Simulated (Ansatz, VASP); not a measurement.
GaGe3 in VASP and in Ansatz

The input INCAR:

```
SYSTEM = GaGe3
ALGO     = Normal         ! electronic algorithm
EDIFF    = 1E-6           ! SCF threshold, eV
ENCUT    = 520            ! plane-wave cutoff, eV
ISIF     = 2              ! what is computed and relaxed
ISMEAR   = -1             ! smearing method
LASPH    = .True.         ! aspherical terms in the spheres
LCHARG   = .False.        ! write CHGCAR
LREAL    = .False.        ! projectors in reciprocal space
LWAVE    = .False.        ! write WAVECAR
NBANDS   = 36             ! bands
NELM     = 100            ! most SCF steps
PREC     = Accurate       ! precision mode
SIGMA    = 0.05           ! smearing width, eV
```

KPOINTS

```
k-points
0
Gamma
  6 6 6
  0 0 0
```

POSCAR

```
GaGe3
1.0
    4.2206418035      0.0000000000      0.0000000000
    0.0000000000      4.2206418035      0.0000000000
    0.0000000000      0.0000000000      4.2206418035
Ge Ga
3 1
Direct
    0.5000000000      0.5000000000      0.0000000000
    0.5000000000      0.0000000000      0.5000000000
    0.0000000000      0.5000000000      0.5000000000
    0.0000000000      0.0000000000      0.0000000000
```

The input input.yaml:

```yaml
crystal:
  lattice:
    - [4.2206418035, 0.0, 0.0]
    - [0.0, 4.2206418035, 0.0]
    - [0.0, 0.0, 4.2206418035]
  atoms:
    - { symbol: Ge, position: [0.5, 0.5, 0.0] }
    - { symbol: Ge, position: [0.5, 0.0, 0.5] }
    - { symbol: Ge, position: [0.0, 0.5, 0.5] }
    - { symbol: Ga, position: [0.0, 0.0, 0.0] }
hamiltonian:
  xc: lda
  pseudopotentials: { kind: paw }
kpoints:
  mp_grid: { grid: [6, 6, 6] }
scf:
  occupations: { method: fermi_dirac, width: 0.05 }
output:
  forces: true
  stress: true
  eigenvalues: true
```

Alike in both runs: task single point; functional LDA; k mesh 6 × 6 × 6; occupations fermi-dirac, width 0.05 eV; no spin polarisation.

|  | VASP | Ansatz |
| --- | --- | --- |
| version | VASP 6.6.1 | Ansatz 0.2.0 |
| potentials or method | VASP PAW LDA potentials, release 64 (Ge_d, Ga_d) | Ansatz PAW |
| plane-wave cutoff (eV) | 520 | 420 |
| valence electrons in the cell | 55 | 55 |

|  | VASP | Ansatz | Ansatz less VASP |
| --- | --- | --- | --- |
| gap on the k mesh at the Fermi level (eV) | none | none | - |
| pressure (GPa) | -2.7 | -2.7 | -0.04 |

LDA's correlation is that of Perdew and Zunger in VASP and of Perdew and Wang (1992) in Ansatz. A gap of «none» marks a metal or a gap that the smearing closes.
